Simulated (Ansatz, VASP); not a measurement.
**Na2S: VASP beside Ansatz**

File INCAR:

```
SYSTEM = Na2S
PREC = Accurate ; ENCUT = 500
EDIFF = 1E-7 ; ISMEAR = 0
SIGMA = 0.02 ; LREAL = .FALSE.
LASPH = .TRUE. ; NELM = 120
ALGO = Normal ; ISIF = 3
LWAVE = .FALSE. ; LCHARG = .FALSE.
GGA = PS ; IBRION = 2
NSW = 100 ; EDIFFG = -0.005
GGA_COMPAT = .FALSE. ; NELMIN = 4
```

The input KPOINTS:

```
regular mesh
0
G
  8 8 8
  0 0 0
```

Contents of POSCAR:

```
Na2S
1.0
    0.0000000000      3.2735000000      3.2735000000
    3.2735000000      0.0000000000      3.2735000000
    3.2735000000      3.2735000000      0.0000000000
Na S
2 1
Direct
    0.2500000000      0.2500000000      0.2500000000
    0.7500000000      0.7500000000      0.7500000000
    0.0000000000      0.0000000000      0.0000000000
```

Input for Ansatz:

```yaml
crystal:
  lattice:
    - [0.0, 3.2735, 3.2735]
    - [3.2735, 0.0, 3.2735]
    - [3.2735, 3.2735, 0.0]
  atoms:
    - { symbol: Na, position: [0.25, 0.25, 0.25] }
    - { symbol: Na, position: [0.75, 0.75, 0.75] }
    - { symbol: S, position: [0.0, 0.0, 0.0] }
basis:
  ecutwfc: 420
kpoints:
  mp_grid: { grid: [8, 8, 8] }
hamiltonian:
  xc: pbesol
scf:
  occupations: { method: gaussian, width: 0.02 }
output:
  forces: true
  stress: true
  eigenvalues: true
relax:
  adjacent_minimum: "off"
  f_tol: 0.005
  max_steps: 80
  cell: { stress_tol: 0.05 }
```

Alike in both runs: task relaxation of cell and atoms; functional PBEsol; k mesh 8 × 8 × 8; occupations gaussian, width 0.02 eV; no spin polarisation.

```csv
,VASP,Ansatz
version,VASP 6.6.1,Ansatz 0.2.0
potentials or method,"VASP PAW PBE potentials, release 64 (Na_pv, S), cutoff 500 eV","scalar-relativistic, plane waves, PAW"
valence electrons in the cell,20,24
```

|  | VASP | Ansatz | Ansatz less VASP |
| --- | --- | --- | --- |
| gap on the k mesh at the Fermi level, each at its own relaxed structure (eV) | 2.42 | 2.43 | +0.009 |
| relaxed volume (Å³/atom) | 22.93 | 22.90 | -0.032 |
| relaxed cell length with the largest relative difference (Å) | 4.599 | 4.597 | -0.0022 |

VASP's potentials were made for PBE, not for PBEsol. VASP's potentials hold 20 valence electrons a cell and Ansatz's 24, so a difference there can come from the potentials and not from the codes.
